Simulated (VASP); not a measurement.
# CdS (Hawleyite) (F-43m) in VASP: further runs, part 2 of 3

VASP 6.6.1. Earlier steps stand in the parts before.

### 3 Vibrations by perturbation theory, PBE

The input, INCAR:

```
SYSTEM = CdS
ALGO = Normal
EDIFF = 1E-8
ENCUT = 520
GGA = PE
IBRION = 8
ISIF = 2
ISMEAR = -1
LASPH = .TRUE.
LCHARG = .TRUE.
LREAL = .FALSE.
LWAVE = .FALSE.
NBANDS = 16
NELM = 100
NSW = 1
PREC = Accurate
SIGMA = 0.05
```

The input, KPOINTS:

```
k-points
0
G
  6 6 6
  0 0 0
```

The input, POSCAR:

```
CdS
1.0
    0.0000000000      2.9165000000      2.9165000000
    2.9165000000      0.0000000000      2.9165000000
    2.9165000000      2.9165000000      0.0000000000
Cd S
1 1
Direct
    0.0000000000      0.0000000000      0.0000000000
    0.7500000000      0.7500000000      0.7500000000
```

Potentials or basis: VASP PAW PBE potentials, release 64 (Cd, S).

Started as:

```
cat potpaw_PBE.64/Cd/POTCAR potpaw_PBE.64/S/POTCAR > POTCAR
mpirun -np 1 vasp_std > vasp.out
```

OUTCAR:

```text
SYSTEM = CdS
   EDIFF = 1E-8
   ENCUT = 520
   GGA = PE
   IBRION = 8
   ISIF = 2
   ISMEAR = -1
   LASPH = .TRUE.
   LREAL = .FALSE.
   NELM = 100
   NSW = 1
   PREC = Accurate

 ion  position               nearest neighbor table
   1  0.000  0.000  0.000-   2 2.53   2 2.53   2 2.53   2 2.53
   2  0.750  0.750  0.750-   1 2.53   1 2.53   1 2.53   1 2.53

  LATTYP: Found a face centered cubic cell.
 ALAT       =     5.8330000000

  Lattice vectors:

 A1 = (   0.0000000000,   2.9165000000,   2.9165000000)
 A2 = (   2.9165000000,   0.0000000000,   2.9165000000)
 A3 = (   2.9165000000,   2.9165000000,   0.0000000000)

Analysis of symmetry for initial positions (statically):
=====================================================================
 Subroutine PRICEL returns:
 Original cell was already a primitive cell.

 Routine SETGRP: Setting up the symmetry group for a
 face centered cubic supercell.

 Subroutine GETGRP returns: Found 24 space group operations
 (whereof 24 operations were pure point group operations)
 out of a pool of 48 trial point group operations.

The static configuration has the point symmetry T_d .

Analysis of symmetry for dynamics (positions and initial velocities):
=====================================================================
 Subroutine PRICEL returns:
 Original cell was already a primitive cell.

 Routine SETGRP: Setting up the symmetry group for a
 face centered cubic supercell.

 Subroutine GETGRP returns: Found 24 space group operations
[... 477 lines left out ...]
      4.37475      4.37475      4.37475         0.000000      0.000000      0.000000
 -----------------------------------------------------------------------------------
    total drift:                                0.000000      0.000000      0.000000

  FREE ENERGIE OF THE ION-ELECTRON SYSTEM (eV)
  ---------------------------------------------------
  free  energy   TOTEN  =        -6.1190596949 eV

  energy  without entropy=       -6.1190594769  energy(sigma->0) =       -6.11905959

[... ionic steps 2 to 3 ...]

--------------------------------------- Ionic step        4  -------------------------------------------

------------------------ aborting loop because EDIFF is reached ----------------------------------------

[... ionic steps 5 to 6 ...]

--------------------------------------- Ionic step        7  -------------------------------------------

 Free energy of the ion-electron system (eV)
  ---------------------------------------------------
  ---------------------------------------------------
  free energy    TOTEN  =        -0.10792481 eV

  energy without entropy =       -0.10792481

------------------------ aborting loop because EDIFF is reached ----------------------------------------

 INTERNAL STRAIN TENSOR  FOR ION    2  DIRECTION 1   (eV/Angst):
 -----------------------------------------------------------------------------
    -0.00754  0.00000  0.00000
     0.00000  0.00802  7.08206
     0.00000  7.08206  0.00802

 INTERNAL STRAIN TENSOR FOR ION    2 for displacements in x,y,z  (eV/Angst):
          X           Y           Z          XY          YZ          ZX
  --------------------------------------------------------------------------------
  x     0.00000     0.00000     0.00000     0.00000     7.08206     0.00000
  y     0.00000     0.00000     0.00000     0.00000     0.00000     7.08206
  z     0.00000     0.00000     0.00000     7.08206     0.00000     0.00000

 SECOND DERIVATIVES (NOT SYMMETRIZED)
 ------------------------------------
               1X          1Y          1Z          2X          2Y          2Z
  1X    -5.258140    0.000000    0.000000    5.258140    0.000000    0.000000
  1Y     0.000000   -5.258140    0.000000    0.000000    5.258140    0.000000
  1Z     0.000000    0.000000   -5.258140    0.000000    0.000000    5.258140
  2X     5.234697    0.000000    0.000000   -5.234697    0.000000    0.000000
  2Y     0.000000    5.234697    0.000000    0.000000   -5.234697    0.000000
  2Z     0.000000    0.000000    5.234697    0.000000    0.000000   -5.234697

 Eigenvectors and eigenvalues of the dynamical matrix
 ----------------------------------------------------

   1 f  =    7.164485 THz    45.015787 2PiTHz  238.981498 cm-1    29.629916 meV
             X         Y         Z           dx          dy          dz
      0.000000  0.000000  0.000000     0.000000    0.000000   -0.471931
      4.374750  4.374750  4.374750     0.000000    0.000000    0.881636
[... 21 lines left out ...]
   6 f/i=    0.006660 THz     0.041846 2PiTHz    0.222154 cm-1     0.027544 meV
             X         Y         Z           dx          dy          dz
      0.000000  0.000000  0.000000    -0.294639    0.768640    0.315693
      4.374750  4.374750  4.374750    -0.157717    0.411445    0.168987

--------------------------------------------------------------------------------------------------------

 ELASTIC MODULI CONTR FROM IONIC RELAXATION (kBar)
 Direction    XX          YY          ZZ          XY          YZ          ZX
 --------------------------------------------------------------------------------
 XX          -0.0000     -0.0000     -0.0000     -0.0000      0.0000      0.0000
 YY          -0.0000     -0.0000      0.0000     -0.0000      0.0000      0.0000
 ZZ          -0.0000      0.0000     -0.0000      0.0000      0.0000     -0.0000
 XY          -0.0000     -0.0000      0.0000   -313.2595      0.0000      0.0000
 YZ           0.0000      0.0000      0.0000      0.0000   -313.2595     -0.0000
 ZX           0.0000      0.0000     -0.0000      0.0000     -0.0000   -313.2595
 --------------------------------------------------------------------------------
```

OSZICAR:

```text
N       E                     dE             d eps       ncg     rms          rms(c)
DAV:   1     0.111073544289E+03    0.11107E+03   -0.90253E+03   520   0.102E+03
DAV:   2    -0.238685309785E+01   -0.11346E+03   -0.10737E+03   616   0.257E+02
DAV:   3    -0.663749737535E+01   -0.42506E+01   -0.42430E+01   656   0.519E+01
DAV:   4    -0.666417083172E+01   -0.26673E-01   -0.26671E-01   632   0.396E+00
[... 45 lines left out ...]
RMM:   9    -0.107924592652E+00    0.86738E-07   -0.11857E-08  2479   0.192E-04    0.268E-05
RMM:  10    -0.107924840478E+00   -0.24783E-06    0.11442E-09  2561   0.429E-05    0.398E-05
RMM:  11    -0.107924792434E+00    0.48044E-07    0.41874E-09  2398   0.199E-05    0.413E-06
RMM:  12    -0.107924805917E+00   -0.13484E-07   -0.11991E-08  2336   0.366E-06    0.243E-06
RMM:  13    -0.107924810191E+00   -0.42737E-08   -0.86508E-09  1902   0.226E-06    0.149E-07
 Linear response finished
```

Wall time 2 min (1 thread of Intel Xeon Platinum 8259CL at 2.50GHz (Skylake/Cascade Lake), shared host); peak memory 0.26 GiB.

Results:

- Highest phonon frequency at Γ, LO-TO splitting left out: 239 cm⁻¹

Phonon frequencies in cm⁻¹ (negative: imaginary):
```tsv
q point	frequencies
(0.000, 0.000, 0.000)	0 0 0 239 239 239
```

Caveat: the cell wasn't relaxed at this level first, which shifts response properties.

### 4 Dielectric tensor, PBEsol

The input, INCAR:

```
SYSTEM = CdS
PREC = Accurate
ENCUT = 520
EDIFF = 1E-8
ISMEAR = 0
SIGMA = 0.01
LREAL = .False.
LASPH = .True.
NELM = 80
ALGO = Normal
ISIF = 2
LWAVE = .False.
LCHARG = .False.
GGA = PS
LEPSILON = .True.
```

The input, KPOINTS:

```
regular mesh
0
Gamma
  8 8 8
  0 0 0
```

POSCAR is that of step 3.

Potentials or basis: VASP PAW PBE potentials, release 64 (Cd, S).

Started as:

```
cat potpaw_PBE.64/Cd/POTCAR potpaw_PBE.64/S/POTCAR > POTCAR
mpirun -np 1 vasp_std > vasp.out
```

OUTCAR:

```text
SYSTEM = CdS
   PREC = Accurate
   ENCUT = 520
   EDIFF = 1E-8
   ISMEAR = 0
   LREAL = .False.
   LASPH = .True.
   NELM = 80
   ISIF = 2
   GGA = PS
   LEPSILON = .True.

 ion  position               nearest neighbor table
   1  0.000  0.000  0.000-   2 2.53   2 2.53   2 2.53   2 2.53
   2  0.750  0.750  0.750-   1 2.53   1 2.53   1 2.53   1 2.53

  LATTYP: Found a face centered cubic cell.
 ALAT       =     5.8330000000

  Lattice vectors:

 A1 = (   0.0000000000,   2.9165000000,   2.9165000000)
 A2 = (   2.9165000000,   0.0000000000,   2.9165000000)
[... 630 lines left out ...]
 PIEZOELECTRIC TENSOR FIELD DIRECTION 3  (C/m^2)
 -----------------------------------------------------------------------------
    -0.00042  0.64286  0.00000
     0.64286 -0.00042  0.00000
     0.00000  0.00000  0.00017

 MACROSCOPIC STATIC DIELECTRIC TENSOR (including local field effects in DFT)
 ------------------------------------------------------
           7.007004     0.000000    -0.000000
          -0.000000     7.007004     0.000000
          -0.000000     0.000000     7.007004
 ------------------------------------------------------

 PIEZOELECTRIC TENSOR (including local field effects)  for field in x, y, z        (e  Angst)
          XX          YY          ZZ          XY          YZ          ZX
  --------------------------------------------------------------------------------
  x     0.00000     0.00000    -0.00000     0.00000     2.00578    -0.00000
  y     0.00000    -0.00000     0.00000     0.00000     0.00000     2.00578
  z    -0.00000    -0.00000     0.00000     2.00578     0.00000     0.00000

 PIEZOELECTRIC TENSOR (including local field effects)  for field in x, y, z        (C/m^2)
          XX          YY          ZZ          XY          YZ          ZX
  --------------------------------------------------------------------------------
  x     0.00000     0.00000    -0.00000     0.00000     0.64771    -0.00000
  y     0.00000    -0.00000     0.00000     0.00000     0.00000     0.64771
  z    -0.00000    -0.00000     0.00000     0.64771     0.00000     0.00000

 BORN EFFECTIVE CHARGES (including local field effects) (in |e|, cummulative output)
 ---------------------------------------------------------------------------------
 ion    1
    1     2.21226     0.00000     0.00000
    2     0.00000     2.21226     0.00000
    3     0.00000     0.00000     2.21226
 ion    2
    1    -2.21226    -0.00000    -0.00000
    2     0.00000    -2.21226     0.00000
    3     0.00000     0.00000    -2.21226
```

It took 5 min on 1 thread of Intel Xeon Platinum 8259CL at 2.50GHz (Skylake/Cascade Lake), shared host; peak memory 0.32 GiB.

What came out:

- Band gap on the k mesh: 1.01 eV, direct
- Electronic dielectric tensor (diagonal): 7.01
- Born charges (mean of the diagonal): Cd +2.21; S -2.21 e

Electronic dielectric tensor:
```
7.01 0.00 0.00
0.00 7.01 0.00
0.00 0.00 7.01
```

Born effective charge tensors (e):
atom 1, Cd
```
2.21 0.00 0.00
0.00 2.21 0.00
0.00 0.00 2.21
```
atom 2, S
```
-2.21  0.00  0.00
 0.00 -2.21  0.00
 0.00  0.00 -2.21
```

(Part 2 of 3 ends here.)
